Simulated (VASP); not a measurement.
# CdTe (I-4m2) in VASP: single point with HSE06

Aim: the single point of CdTe with HSE06.

Everything below comes from runs of VASP 6.6.1. Logs are shortened: lines on timing, memory, paths and dates and some standing lists are left out, and cuts for length are marked.

### Step 1. The cell of the first run

The structure is tetragonal, space group I-4m2 (No. 119). Conventional cell: a = 4.582 Å, b = 4.582 Å, c = 6.663 Å, α = 90.00°, β = 90.00°, γ = 90.00°. Cd (site symmetry -4m2) has 4 Te at 2.83 Å within 3.7 Å. Te (site symmetry -4m2) has 4 Cd at 2.83 Å within 3.7 Å.

### Step 2. Single point, HSE06 (epitaxial xy strain -1.2%)

File POSCAR:

```
CdTe
1.0
    0.0000000000      3.2396116693      3.3316974651
    3.2396116693      0.0000000000      3.3316974651
    3.2396116693      3.2396116693      0.0000000000
Cd Te
1 1
Direct
    0.0000000000      0.0000000000      0.0000000000
    0.2500000000      0.2500000000      0.2500000000
```

File INCAR.step1:

```
ALGO = Normal
EDIFF = 1E-5
ENCUT = 520
GGA = PE
ISIF = 2
ISMEAR = 0
LASPH = True
LCHARG = False
LREAL = False
LWAVE = True
NBANDS = 16
NELM = 100
PREC = Accurate
SIGMA = 0.01
```

File INCAR.step2:

```
ALGO = Normal
EDIFF = 1E-7
ENCUT = 520
GGA = PE
HFSCREEN = 0.2079
ISIF = 2
ISMEAR = 0
ISTART = 1
LASPH = True
LCHARG = False
LHFCALC = True
LREAL = False
LWAVE = False
NBANDS = 16
NELM = 100
PREC = Accurate
PRECFOCK = Normal
SIGMA = 0.01
```

File KPOINTS:

```
k-points
0
Gamma
  4 4 4
```

Potentials or basis: VASP PAW PBE potentials, release 64 (Cd, Te).

Launch:

```bash
cat potpaw_PBE.64/Cd/POTCAR potpaw_PBE.64/Te/POTCAR > POTCAR
cp INCAR.step1 INCAR
mpirun -np 1 vasp_std > vasp.out
cp INCAR.step2 INCAR
mpirun -np 1 vasp_std > vasp.out
```

OUTCAR:

```text
EDIFF = 1E-7
   ENCUT = 520
   GGA = PE
   HFSCREEN = 0.2079
   ISIF = 2
   ISMEAR = 0
   ISTART = 1
   LASPH = True
   LHFCALC = True
   LREAL = False
   NELM = 100
   PREC = Accurate
   PRECFOCK = Normal

 ion  position               nearest neighbor table
   1  0.000  0.000  0.000-   2 2.83   2 2.83   2 2.83   2 2.83
   2  0.250  0.250  0.250-   1 2.83   1 2.83   1 2.83   1 2.83

  LATTYP: Found a body centered tetragonal cell.
 ALAT       =     4.5815027595
 C/A-ratio  =     1.4544125105

  Lattice vectors:

 A1 = (  -3.2396116693,   0.0000000000,   3.3316974651)
 A2 = (   3.2396116693,   0.0000000000,   3.3316974651)
 A3 = (   0.0000000000,   3.2396116693,  -3.3316974651)

Analysis of symmetry for initial positions (statically):
=====================================================================
 Subroutine PRICEL returns:
 Original cell was already a primitive cell.

 Routine SETGRP: Setting up the symmetry group for a
 body centered tetragonal supercell.

 Subroutine GETGRP returns: Found  8 space group operations
 (whereof  8 operations were pure point group operations)
 out of a pool of 16 trial point group operations.

The static configuration has the point symmetry D_2d.

Analysis of symmetry for dynamics (positions and initial velocities):
=====================================================================
 Subroutine PRICEL returns:
 Original cell was already a primitive cell.

 Routine SETGRP: Setting up the symmetry group for a
 body centered tetragonal supercell.

 Subroutine GETGRP returns: Found  8 space group operations
 (whereof  8 operations were pure point group operations)
 out of a pool of 16 trial point group operations.

The dynamic configuration has the point symmetry D_2d.

 Subroutine INISYM returns: Found  8 space group operations
 (whereof  8 operations are pure point group operations),
 and found     1 'primitive' translations

----------------------------------------------------------------------------------------

                                     Primitive cell

  volume of cell :      69.9329

  direct lattice vectors                    reciprocal lattice vectors
     0.000000000  3.239611669  3.331697465    -0.154339486  0.154339486  0.150073650
     3.239611669  0.000000000  3.331697465     0.154339486 -0.154339486  0.150073650
[... 80 lines left out ...]
   ISYM   =      3    0-nonsym 1-usesym 2-fastsym
   POTIM  = 0.5000    time-step for ionic-motion
   TEBEG  =    0.0;   TEEND  =   0.0 temperature during run
   PSTRESS=    0.0 pullay stress
   NELECT =      18.0000    total number of electrons
   NUPDOWN=      -1.0000    fix difference up-down
   EMIN   =  10.00;   EMAX   =-10.00  energy-range for DOS
   EFERMI =   0.00;   METHOD = LEGACY
   ISMEAR =     0;   SIGMA  =   0.01  broadening in eV -4-tet -1-fermi 0-gaus
   EFERMI_NEDOS =   21; number of points for ismear=-14 and -15
   IALGO  =     38    algorithm
   IMIX   =      1    mixing-type and parameters
     AMIX     =   0.40;   BMIX     =  1.00
     AMIX_MAG =   1.60;   BMIX_MAG =  1.00
  volume/ion in A,a.u.               =      34.97       235.97
  Fermi-wavevector in a.u.,A,eV,Ry     =   1.041370  1.967904 14.754866  1.084452
  Thomas-Fermi vector in A             =   2.175988
   LORBIT       =      0    0 simple, 1 ext, 2 COOP (PROOUT), +10 PAW based schemes
   GGA     = PE    functional components
   LHFCALC =     T    Hartree Fock is set to
   PRECFOCK=normal    Normal, Fast or Accurate (Low or Medium for compatibility)
   ENCUT4O =  -1.0   cutoff for four orbital integrals eV
   NKREDX  =     1    reduce k-point grid by
   NKREDY  =     1    reduce k-point grid by
   NKREDZ  =     1    reduce k-point grid by
   AEXX    =    0.2500 exact exchange contribution
   HFSCREEN=    0.2079 screening length (either q_TF or 0.3 A-1)
   HFSCREENC=   0.2079 screening length for correlation (either q_TF or 0.3 A-1)
   ENCUTFOCK=  -1.0 apply spherical cutoff to Coloumb kernel
   IVDW    =     0    specifies the selected vdW correction
   LEPSILON=     F    determine dielectric tensor
   LRPA    =     F    only Hartree local field effects (RPA)
 non-spin polarized calculation
 Gauss-broadening in eV      SIGMA  =   0.01
  energy-cutoff  :      520.00
  volume of cell :       69.93
 maximum number of plane-waves:      1900
 NGX is ok and might be reduce to    36
  NGX = 28; NGY = 28; NGZ = 28

 number of electron      18.0000004 magnetization

 Free energy of the ion-electron system (eV)
  ---------------------------------------------------
  ext. energy  EPLUGINS =         0.00000000
  ---------------------------------------------------
  free energy    TOTEN  =        -5.99030606 eV

  energy without entropy =       -5.99030606  energy(sigma->0) =       -5.99030606

 E-fermi :   1.7556     XC(G=0):  -7.0646

 val. band max:        1.6400233197   @ k =   0.0000   0.0000   0.0000
 cond. band min:       3.0777859355   @ k =   0.0000   0.0000   0.0000
 fundamental gap:      1.4377626158
 Fermi energy:         1.7556003311

 k-point     1 :       0.0000    0.0000    0.0000
  band No.  band energies     occupation
      1     -10.3582      2.00000
      2      -7.9157      2.00000
      3      -7.9088      2.00000
      4      -7.9088      2.00000
      5      -7.6686      2.00000
      6      -7.6675      2.00000
[... 224 lines left out ...]
      3      -7.7848      2.00000
      4      -7.6980      2.00000
      5      -7.6663      2.00000
      6      -6.9808      2.00000
[... 8 lines left out ...]
     15      13.9954      0.00000
     16      14.0110      0.00000

------------------------ aborting loop because EDIFF is reached ----------------------------------------

  FORCE on cell =-STRESS in cart. coord.  units (eV):
  Direction    XX          YY          ZZ          XY          YZ          ZX
  --------------------------------------------------------------------------------------
  -------------------------------------------------------------------------------------
  Total        0.3447434      0.3447434      0.1101701      0.0000000      0.0000000      0.0000000
  in kB        7.8981438      7.8981438      2.5240206      0.0000000      0.0000000      0.0000000
  external PRESSURE =       6.1067694 kB  Pullay stress =       0.0000000 kB

 VOLUME and BASIS-vectors are now :
 -----------------------------------------------------------------------------
  energy-cutoff  :      520.00
  volume of cell :       69.93
      direct lattice vectors                 reciprocal lattice vectors
     0.000000000  3.239611669  3.331697465    -0.154339486  0.154339486  0.150073650
     3.239611669  0.000000000  3.331697465     0.154339486 -0.154339486  0.150073650
     3.239611669  3.239611669  0.000000000     0.154339486  0.154339486 -0.150073650

 POSITION                                       TOTAL-FORCE (eV/Angst)
 -----------------------------------------------------------------------------------
      0.00000      0.00000      0.00000        -0.000000     -0.000000      0.000000
      1.61981      1.61981      1.66585         0.000000      0.000000     -0.000000
 -----------------------------------------------------------------------------------
    total drift:                               -0.000000     -0.000000     -0.000000

  FREE ENERGIE OF THE ION-ELECTRON SYSTEM (eV)
  ---------------------------------------------------
  free  energy   TOTEN  =        -5.9903060562 eV

  energy  without entropy=       -5.9903060562  energy(sigma->0) =       -5.99030606
```

OSZICAR.step1:

```text
N       E                     dE             d eps       ncg     rms          rms(c)
DAV:   1     0.963558515362E+02    0.96356E+02   -0.82209E+03   432   0.959E+02
DAV:   2    -0.157484157704E+01   -0.97931E+02   -0.92763E+02   496   0.234E+02
DAV:   3    -0.494999036026E+01   -0.33751E+01   -0.33693E+01   528   0.443E+01
DAV:   4    -0.498420620376E+01   -0.34216E-01   -0.34214E-01   656   0.381E+00
DAV:   5    -0.498428723972E+01   -0.81036E-04   -0.81036E-04   536   0.177E-01    0.526E+00
DAV:   6    -0.475356286818E+01    0.23072E+00   -0.39077E-01   512   0.727E+00    0.437E+00
DAV:   7    -0.473636562743E+01    0.17197E-01   -0.11513E-01   480   0.215E+00    0.171E+00
DAV:   8    -0.473754104219E+01   -0.11754E-02   -0.11077E-02   496   0.117E+00    0.494E-01
DAV:   9    -0.473795972063E+01   -0.41868E-03   -0.93991E-04   488   0.306E-01    0.113E-01
DAV:  10    -0.473804381347E+01   -0.84093E-04   -0.12253E-04   536   0.980E-02    0.545E-02
DAV:  11    -0.473809355964E+01   -0.49746E-04   -0.91957E-05   448   0.562E-02    0.370E-02
DAV:  12    -0.473809238574E+01    0.11739E-05   -0.33860E-06   424   0.140E-02
   1 F= -.47380924E+01 E0= -.47380924E+01  d E =-.802077E-27
```

Wall time 27 min (1 thread of Intel Xeon Platinum 8375C at 2.90GHz (Ice Lake), shared host); peak memory 0.33 GiB.

Results:

```yaml
Free_energy: -5.9903 eV
Pressure: 0.6 GPa
Band_gap_on_the_k_mesh: 1.44 eV
```

Caveat: the cell differs from its parent crystal (epitaxial xy strain -1.2%); the PAW data sets were made with another functional, which shifts forces and pressure a little; spin-orbit coupling is left out, which moves the levels of the heavy elements.
